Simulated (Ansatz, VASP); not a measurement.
## Al: VASP beside Ansatz

INCAR

```
  PREC = Accurate
  ENCUT = 520
  EDIFF = 1E-6
  ISMEAR = 0
  SIGMA = 0.15
  LREAL = False
  LASPH = True
  NELM = 100
  ALGO = Fast
  ISIF = 2
  LWAVE = False
  LCHARG = True
  GGA = PS
  IVDW = 12
  LELF = True
  LVHAR = True
  NBANDS = 8
```

The input KPOINTS:

```
regular mesh
0
Gamma
  22 22 22
```

POSCAR

```
Al
1.0
    0.0000000000      1.7681093890      2.6521640835
    1.7681093890      0.0000000000      2.6521640835
    1.7681093890      1.7681093890      0.0000000000
Al
1
Direct
    0.0000000000      0.0000000000      0.0000000000
```

Input for Ansatz:

```yaml
crystal:
  lattice:
    - [0.0, 1.768109389, 2.6521640835]
    - [1.768109389, 0.0, 2.6521640835]
    - [1.768109389, 1.768109389, 0.0]
  atoms:
    - { symbol: Al, position: [0.0, 0.0, 0.0] }
basis:
  ecutwfc: 420
kpoints:
  mp_grid: { grid: [22, 22, 22] }
hamiltonian:
  xc: pbesol
  dispersion: d3bj
scf:
  occupations: { method: gaussian, width: 0.15 }
output:
  forces: true
  stress: true
  eigenvalues: true
```

Alike in both runs: task single point; functional PBEsol; dispersion D3(BJ); k mesh 22 × 22 × 22; occupations gaussian, width 0.15 eV; no spin polarisation.

```csv
,VASP,Ansatz
version,VASP 6.6.1,Ansatz 0.2.0
potentials or method,"VASP PAW PBE potentials, release 64 (Al), cutoff 520 eV","scalar-relativistic, plane waves, PAW"
valence electrons in the cell,3,3
```

Ansatz gave:

```
gap on the k mesh at the Fermi level (eV)                     : none
pressure (GPa)                                                : 7.7
traceless stress, the component that is largest in VASP (GPa) : -22.70
```

Q: What did VASP give for the same quantities?

A: gap on the k mesh at the Fermi level (eV): none; pressure (GPa): 7.8; traceless stress, the component that is largest in VASP (GPa): -22.82.

VASP's potentials were made for PBE, not for PBEsol. A gap of «none» marks a metal or a gap that the smearing closes.
